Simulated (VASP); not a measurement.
A run of VASP 6.6.1:

Contents of POSCAR:

```
BeMo
1.0
    1.9455952419      3.3698698099      0.0000000000
   -1.9455952419      3.3698698099      0.0000000000
    0.0000000000      0.0000000000      4.5416728806
Be Mo
2 2
Direct
    0.3333333333      0.3333333333      0.4375001146
    0.6666666667      0.6666666667     -0.0624998854
    0.3333333333      0.3333333333      0.9374998854
    0.6666666667      0.6666666667      0.4374998854
```

INCAR.step1

```
PREC = Accurate ; ENCUT = 520
ISMEAR = -1 ; SIGMA = 0.1
LREAL = False ; LASPH = True
NELM = 100 ; NBANDS = 24
GGA = PE ; ALGO = Normal
EDIFF = 1E-4 ; LWAVE = True
LCHARG = False
```

Contents of INCAR.step2:

```
PREC = Accurate ; ENCUT = 520
EDIFF = 1E-6 ; ISMEAR = -1
SIGMA = 0.1 ; LREAL = False
LASPH = True ; NELM = 100
ALGO = Normal ; ISIF = 2
LWAVE = False ; LCHARG = False
METAGGA = R2SCAN ; LMIXTAU = True
NBANDS = 24 ; ISTART = 1
```

File KPOINTS:

```
regular mesh
0
Gamma
  11 11 6
```

Potentials or basis: VASP PAW PBE potentials, release 64 (Be, Mo_sv).

The run is started by

```console
$ cat potpaw_PBE.64/Be/POTCAR potpaw_PBE.64/Mo_sv/POTCAR > POTCAR
$ cp INCAR.step1 INCAR
$ mpirun -np 1 vasp_std > vasp.out
$ cp INCAR.step2 INCAR
$ mpirun -np 1 vasp_std > vasp.out
```

Hardware: 1 thread of AMD EPYC 9R14 (Zen 4), on a shared host.

Q: Estimate the wall time of this run.

A: Wall time 3.2 min on 1 thread of AMD EPYC 9R14 (Zen 4), on a shared host, peak memory 0.2 GiB. Counts: k points 64.
